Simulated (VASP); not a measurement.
A run of VASP 6.6.1 is set up as follows.

INCAR

```
SYSTEM = SnO2
ALGO = Normal ; EDIFF = 1E-7
ENCUT = 520 ; GGA = CA
ISIF = 2 ; ISMEAR = 0
LASPH = .True. ; LCHARG = .False.
LREAL = .False. ; LWAVE = .False.
NBANDS = 64 ; NELM = 100
PREC = Accurate ; SIGMA = 0.05
```

File KPOINTS:

```
k-points
0
Gamma
  6 6 6
  0 0 0
```

POSCAR

```
SnO2
1.0
    0.0000000000      4.4289551266      4.4289551266
    4.4289551266      0.0000000000      4.4289551266
    4.4289551266      4.4289551266      0.0000000000
Sn O
4 8
Direct
    0.1846077387      0.0653922613      0.5653922613
    0.6250000000      0.1250000000      0.1250000000
    0.1250000000      0.6250000000      0.1250000000
    0.1250000000      0.1250000000      0.1250000000
    0.8907311159      0.8907311159      0.8907311159
    0.8907311159      0.3278066522      0.8907311159
    0.8907311159      0.8907311159      0.3278066522
    0.3278066522      0.8907311159      0.8907311159
    0.9221933478      0.3592688841      0.3592688841
    0.3592688841      0.3592688841      0.9221933478
    0.3592688841      0.9221933478      0.3592688841
    0.3592688841      0.3592688841      0.3592688841
```

Potentials or basis: VASP PAW LDA potentials, release 64 (Sn_d, O).

Launch:

```console
$ cat potpaw_LDA.64/Sn_d/POTCAR potpaw_LDA.64/O/POTCAR > POTCAR
$ mpirun -np 1 vasp_std > vasp.out
```

**Question.** Predict the pressure.

**Answer.** 11.0 GPa.

**Question.** Estimate the largest force.

**Answer.** 27.950 eV/Å.

**Question.** Predict the band gap on the k mesh.

**Answer.** 0.84 eV.

Stress tensor (GPa, compression positive):
```
30.00  3.85 -3.85
 3.85  1.52  0.43
-3.85  0.43  1.52
```

Caveat: the cell differs from its parent crystal (atom 1 (Sn) moved by -0.528 Å along [1 0 0] and -0.000 Å along [0 0 1]); the stress differs along the axes, from 2 to 30 GPa; spin-orbit coupling is left out, which moves the levels of the heavy elements; forces of over 1 eV/Å act on the atoms, so gaps and moduli don't describe the material at rest. A k mesh can miss the band edges.
